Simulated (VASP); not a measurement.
Here is a VASP 6.6.1 calculation.

INCAR

```
PREC     = Accurate       # precision mode
ENCUT    = 520            # plane-wave cutoff, eV
EDIFF    = 1E-6           # SCF threshold, eV
ISMEAR   = 0              # smearing method
SIGMA    = 0.1            # smearing width, eV
LREAL    = F              # projectors in reciprocal space
LASPH    = T              # aspherical terms in the spheres
NELM     = 80             # most SCF steps
ALGO     = Normal         # electronic algorithm
ISIF     = 2              # what is computed and relaxed
LWAVE    = F              # write WAVECAR
LCHARG   = T              # write CHGCAR
GGA      = PE             # functional
LELF     = T              # ELF
LVHAR    = T            
NBANDS   = 11             # bands
```

KPOINTS

```
regular mesh
0
Gamma
  18 18 8
```

POSCAR

```
H2Se
1.0
    2.6418368036      0.0000000000      0.0000000000
   -1.3209184018      2.2878977846      0.0000000000
    0.0000000000      0.0000000000      7.2037135861
H Se
2 1
Direct
    0.3333333333      0.6666666667      0.5000000000
    0.6666666667      0.3333333333      0.5000000000
    0.0000000000      0.0000000000      0.0000000000
```

Potentials or basis: VASP PAW PBE potentials, release 64 (H, Se).

Run with:

```bash
$ cat potpaw_PBE.64/H/POTCAR potpaw_PBE.64/Se/POTCAR > POTCAR
$ mpirun -np 1 vasp_std > vasp.out
```

Q: Estimate the pressure.

A: 0.0 GPa.

Q: Predict the band gap on the k mesh.

A: Zero (bands 4 and 5 overlap by 6.93 eV).

Caveat: this functional lacks dispersion, which binds the layers, so the pressure and a relaxed spacing across them are unreliable.
